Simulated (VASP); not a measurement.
# Al (Fm-3m) in VASP: single point with r2SCAN

Aim: the single point of Al with r2SCAN.

Everything below comes from runs of VASP 6.6.1. Logs are shortened: lines on timing, memory, paths and dates and some standing lists are left out, and cuts for length are marked.

## Step 1: The cell of the first run

Symmetry: Fm-3m, No. 225, cubic system. Conventional cell: a = 3.996 Å, b = 3.996 Å, c = 3.996 Å, α = 90.00°, β = 90.00°, γ = 90.00°. Within 3.7 Å of Al (site symmetry m-3m) lie 12 Al at 2.83 Å.

## Step 2: Single point, r2SCAN

Input file POSCAR:

```
Al
1.0
    0.0000000000      1.9980851731      1.9980851731
    1.9980851731      0.0000000000      1.9980851731
    1.9980851731      1.9980851731      0.0000000000
Al
1
Direct
    0.0000000000      0.0000000000      0.0000000000
```

Input file INCAR.step1:

```
PREC     = Accurate       # precision mode
ENCUT    = 520            # plane-wave cutoff, eV
ISMEAR   = -1             # smearing method
SIGMA    = 0.1            # smearing width, eV
LREAL    = F              # projectors in reciprocal space
LASPH    = T              # aspherical terms in the spheres
NELM     = 60             # most SCF steps
NBANDS   = 8              # bands
GGA      = PE             # functional
ALGO     = Normal         # electronic algorithm
EDIFF    = 1E-4           # SCF threshold, eV
LWAVE    = T              # write WAVECAR
LCHARG   = F              # write CHGCAR
```

Input file INCAR.step2:

```
PREC     = Accurate       # precision mode
ENCUT    = 520            # plane-wave cutoff, eV
EDIFF    = 1E-7           # SCF threshold, eV
ISMEAR   = -1             # smearing method
SIGMA    = 0.1            # smearing width, eV
LREAL    = F              # projectors in reciprocal space
LASPH    = T              # aspherical terms in the spheres
NELM     = 60             # most SCF steps
ALGO     = Normal         # electronic algorithm
ISIF     = 2              # what is computed and relaxed
LWAVE    = F              # write WAVECAR
LCHARG   = T              # write CHGCAR
METAGGA  = R2SCAN         # meta-GGA
LMIXTAU  = T            
LELF     = T              # ELF
LVHAR    = T            
NBANDS   = 8              # bands
ISTART   = 1
```

Input file KPOINTS:

```
Automatic mesh
0
Gamma
  9 9 9
```

Potentials or basis: VASP PAW PBE potentials, release 64 (Al).

Command:

```
$ cat potpaw_PBE.64/Al/POTCAR > POTCAR
$ cp INCAR.step1 INCAR
$ mpirun -np 1 vasp_std > vasp.out
$ cp INCAR.step2 INCAR
$ mpirun -np 1 vasp_std > vasp.out
```

OUTCAR:

```text
PREC = Accurate
   ENCUT = 520
   EDIFF = 1E-7
   ISMEAR = -1
   LREAL = F
   LASPH = T
   NELM = 60
   ISIF = 2
   METAGGA = R2SCAN
   ISTART = 1

 ion  position               nearest neighbor table
   1  0.000  0.000  0.000-

  LATTYP: Found a face centered cubic cell.
 ALAT       =     3.9961703462

  Lattice vectors:

 A1 = (   0.0000000000,   1.9980851731,   1.9980851731)
 A2 = (   1.9980851731,   0.0000000000,   1.9980851731)
 A3 = (   1.9980851731,   1.9980851731,   0.0000000000)

Analysis of symmetry for initial positions (statically):
=====================================================================
 Subroutine PRICEL returns:
 Original cell was already a primitive cell.

 Routine SETGRP: Setting up the symmetry group for a
 face centered cubic supercell.

 Subroutine GETGRP returns: Found 48 space group operations
 (whereof 48 operations were pure point group operations)
 out of a pool of 48 trial point group operations.

The static configuration has the point symmetry O_h .

Analysis of symmetry for dynamics (positions and initial velocities):
=====================================================================
 Subroutine PRICEL returns:
 Original cell was already a primitive cell.

 Routine SETGRP: Setting up the symmetry group for a
 face centered cubic supercell.

 Subroutine GETGRP returns: Found 48 space group operations
 (whereof 48 operations were pure point group operations)
 out of a pool of 48 trial point group operations.

The dynamic configuration has the point symmetry O_h .

 Subroutine INISYM returns: Found 48 space group operations
 (whereof 48 operations are pure point group operations),
 and found     1 'primitive' translations

----------------------------------------------------------------------------------------

                                     Primitive cell

  volume of cell :      15.9541

  direct lattice vectors                    reciprocal lattice vectors
     0.000000000  1.998085173  1.998085173    -0.250239583  0.250239583  0.250239583
     1.998085173  0.000000000  1.998085173     0.250239583 -0.250239583  0.250239583
     1.998085173  1.998085173  0.000000000     0.250239583  0.250239583 -0.250239583

  length of vectors
     2.825719151  2.825719151  2.825719151     0.433427671  0.433427671  0.433427671

  position of ions in fractional coordinates (direct lattice)
     0.000000000  0.000000000  0.000000000

  ion indices of the primitive-cell ions
   primitive index   ion index
                 1           1

----------------------------------------------------------------------------------------

 KPOINTS: Automatic mesh

Automatic generation of k-mesh.
 Grid dimensions read from file:
 generate k-points for:    9    9    9

 Generating k-lattice:

  Cartesian coordinates                     Fractional coordinates (reciprocal lattice)
    -0.027804398  0.027804398  0.027804398     0.111111111  0.000000000  0.000000000
     0.027804398 -0.027804398  0.027804398     0.000000000  0.111111111  0.000000000
     0.027804398  0.027804398 -0.027804398     0.000000000  0.000000000  0.111111111

  Length of vectors
     0.048158630  0.048158630  0.048158630

  Shift w.r.t. Gamma in fractional coordinates (k-lattice)
     0.000000000  0.000000000  0.000000000

 Subroutine IBZKPT returns following result:
 ===========================================

 Found     35 irreducible k-points:

 Following reciprocal coordinates:
            Coordinates               Weight
  0.000000  0.000000  0.000000      1.000000
  0.111111  0.000000  0.000000      8.000000
  0.222222  0.000000  0.000000      8.000000
  0.333333  0.000000  0.000000      8.000000
  0.444444  0.000000  0.000000      8.000000
  0.111111  0.111111  0.000000      6.000000
[... 16 lines left out ...]
 -0.333333  0.333333  0.000000     12.000000
  0.444444  0.444444  0.000000      6.000000
 [... further k-points ...]
   k-points           NKPTS =     35   k-points in BZ     NKDIM =     35   number of bands    NBANDS=      8
   number of dos      NEDOS =    301   number of ions     NIONS =      1
   total plane-waves  NPLWV =  13824
   dimension x,y,z NGX =    24 NGY =   24 NGZ =   24
   dimension x,y,z NGXF=    48 NGYF=   48 NGZF=   48
   ions per type =               1
   NGX,Y,Z   is equivalent  to a cutoff of  14.12, 14.12, 14.12 a.u.
   NGXF,Y,Z  is equivalent  to a cutoff of  28.24, 28.24, 28.24 a.u.
 SYSTEM =  unknown system
   PREC   = accura    normal or accurate (medium, high low for compatibility)
   ISTART =      1    job   : 0-new  1-cont  2-samecut
   ICHARG =      0    charge: 1-file 2-atom 10-const
   ISPIN  =      1    spin polarized calculation?
   LNONCOLLINEAR =      F non collinear calculations
   LSORBIT =      F    spin-orbit coupling
   LASPH  =      T    aspherical Exc in radial PAW
   ENCUT  =  520.0 eV  38.22 Ry    6.18 a.u.   5.25  5.25  5.25*2*pi/ulx,y,z
   NELM   =     60;   NELMIN=  2; NELMDL=  0     # of ELM steps
   EDIFF  = 0.1E-06   stopping-criterion for ELM
   LREAL  =      F    real-space projection
   EDIFFG = 0.1E-05   stopping-criterion for IOM
   NSW    =      0    number of steps for IOM
   IBRION =     -1    ionic relax: 0-MD 1-quasi-New 2-CG
   NFREE  =      0    steps in history (QN), initial steepest desc. (CG)
   ISIF   =      2    stress and relaxation
   ISYM   =      2    0-nonsym 1-usesym 2-fastsym
   POTIM  = 0.5000    time-step for ionic-motion
   TEBEG  =    0.0;   TEEND  =   0.0 temperature during run
   PSTRESS=    0.0 pullay stress
   NELECT =       3.0000    total number of electrons
   NUPDOWN=      -1.0000    fix difference up-down
   EMIN   =  10.00;   EMAX   =-10.00  energy-range for DOS
   EFERMI =   0.00;   METHOD = LEGACY
   ISMEAR =    -1;   SIGMA  =   0.10  broadening in eV -4-tet -1-fermi 0-gaus
   EFERMI_NEDOS =   21; number of points for ismear=-14 and -15
   IALGO  =     38    algorithm
   IMIX   =      4    mixing-type and parameters
     AMIX     =   0.40;   BMIX     =  1.00
     AMIX_MAG =   1.60;   BMIX_MAG =  1.00
  volume/ion in A,a.u.               =      15.95       107.66
  Fermi-wavevector in a.u.,A,eV,Ry     =   0.937903  1.772380 11.968528  0.879662
  Thomas-Fermi vector in A             =   2.065061
   LORBIT       =      0    0 simple, 1 ext, 2 COOP (PROOUT), +10 PAW based schemes
   METAGGA = R2SCAN    functional components
   LHFCALC =     F    Hartree Fock is set to
   AEXX    =    0.0000 exact exchange contribution
   IVDW    =     0    specifies the selected vdW correction
   LEPSILON=     F    determine dielectric tensor
   LRPA    =     F    only Hartree local field effects (RPA)
 non-spin polarized calculation
  energy-cutoff  :      520.00
  volume of cell :       15.95
 maximum number of plane-waves:       440
 NGX is ok and might be reduce to    24
   NGX = 11   NGY = 11   NGZ = 11

 number of electron       3.0000000 magnetization

 Free energy of the ion-electron system (eV)
  ---------------------------------------------------
  ext. energy  EPLUGINS =         0.00000000
  ---------------------------------------------------
  free energy    TOTEN  =        -6.71400157 eV

  energy without entropy =       -6.69588828  energy(sigma->0) =       -6.70494492

 E-fermi :   8.3710     XC(G=0): -11.0307

 val. band max:        8.3558089054   @ k =  -0.3333   0.4444   0.1111
 cond. band min:       8.6617990625   @ k =  -0.4444   0.4444   0.1111
 fundamental gap:      0.3059901571
 Fermi energy:         8.3710369126

 k-point     1 :       0.0000    0.0000    0.0000
  band No.  band energies     occupation
      1      -3.7062      2.00000
      2      21.8849      0.00000
      3      21.8849      0.00000
      4      21.8849      0.00000
      5      24.0619      0.00000
      6      24.0619      0.00000
      7      24.0619      0.00000
      8      25.9805      0.00000

 k-point     2 :       0.1111    0.0000    0.0000
  band No.  band energies     occupation
      1      -3.3420      2.00000
      2      17.9745      0.00000
      3      21.1457      0.00000
      4      21.1457      0.00000
      5      24.4993      0.00000
      6      25.3627      0.00000
      7      25.3627      0.00000
      8      27.7024      0.00000

 k-point     3 :       0.2222    0.0000    0.0000
  band No.  band energies     occupation
      1      -2.2548      2.00000
      2      13.2273      0.00000
      3      20.3651      0.00000
      4      20.3651      0.00000
      5      24.0815      0.00000
      6      25.0058      0.00000
      7      25.0058      0.00000
      8      28.1382      0.00000

 k-point     4 :       0.3333    0.0000    0.0000
  band No.  band energies     occupation
      1      -0.4618      2.00000
      2       8.9180      0.00839
      3      20.1015      0.00000
      4      20.1015      0.00000
      5      22.9347      0.00000
      6      22.9347      0.00000
      7      23.9523      0.00000
      8      27.2594      0.00000

 k-point     5 :       0.4444    0.0000    0.0000
  band No.  band energies     occupation
      1       2.0019      2.00000
      2       5.1846      2.00000
      3      20.3968      0.00000
      4      20.3968      0.00000
      5      21.4353      0.00000
      6      21.4353      0.00000
      7      24.3422      0.00000
      8      25.6602      0.00000
[... 177 lines left out ...]
 k-point    22 :      -0.4444    0.3333    0.0000
  band No.  band energies     occupation
      1       4.7053      2.00000
      2       7.7726      1.99498
      3       9.3158      0.00016
      4      15.4684      0.00000
      5      17.1931      0.00000
      6      24.5568      0.00000
      7      31.1867      0.00000
      8      33.6801      0.00000

 k-point    23 :      -0.3333    0.3333    0.0000
  band No.  band energies     occupation
      1       4.7547      2.00000
      2       7.1312      1.99999
      3       8.9468      0.00630
      4      16.4015      0.00000
      5      18.3191      0.00000
      6      28.7593      0.00000
      7      30.1853      0.00000
      8      30.4937      0.00000

 k-point    24 :       0.4444    0.4444    0.0000
  band No.  band energies     occupation
      1       3.8014      2.00000
      2       8.2433      1.56402
      3      13.9631      0.00000
      4      14.6418      0.00000
      5      14.6418      0.00000
      6      18.7408      0.00000
      7      35.3950      0.00000
      8      37.0527      0.00000

 [... further k-points ...]
[... 5 lines left out ...]
  --------------------------------------------------------------------------------------
  -------------------------------------------------------------------------------------
  Total       -0.0328143     -0.0328143     -0.0328143     -0.0000000      0.0000000      0.0000000
  in kB       -3.2953499     -3.2953499     -3.2953499     -0.0000000      0.0000000      0.0000000
  external PRESSURE =      -3.2953499 kB  Pullay stress =       0.0000000 kB

 VOLUME and BASIS-vectors are now :
 -----------------------------------------------------------------------------
  energy-cutoff  :      520.00
  volume of cell :       15.95
      direct lattice vectors                 reciprocal lattice vectors
     0.000000000  1.998085173  1.998085173    -0.250239583  0.250239583  0.250239583
     1.998085173  0.000000000  1.998085173     0.250239583 -0.250239583  0.250239583
     1.998085173  1.998085173  0.000000000     0.250239583  0.250239583 -0.250239583

 POSITION                                       TOTAL-FORCE (eV/Angst)
 -----------------------------------------------------------------------------------
      0.00000      0.00000      0.00000         0.000000      0.000000     -0.000000
 -----------------------------------------------------------------------------------
    total drift:                                0.000000      0.000000      0.000000

  FREE ENERGIE OF THE ION-ELECTRON SYSTEM (eV)
  ---------------------------------------------------
  free  energy   TOTEN  =        -6.7140015672 eV

  energy  without entropy=       -6.6958882753  energy(sigma->0) =       -6.70494492
```

Wall time 35 s (1 thread of AMD EPYC 9R45 (Zen 5), shared host); peak memory 0.1 GiB.

What came out:

```yaml
Free_energy: -6.7140 eV
Pressure: -0.3 GPa
```

Levels at points of the mesh, in eV from the Fermi level:
```csv
k point,band 1,band 2,band 3,band 4,band 5
"(0.00, 0.00, 0.00)",-12.08,13.51,13.51,13.51,15.69
```

Caveat: the PAW data sets were made with another functional, which shifts forces and pressure a little.
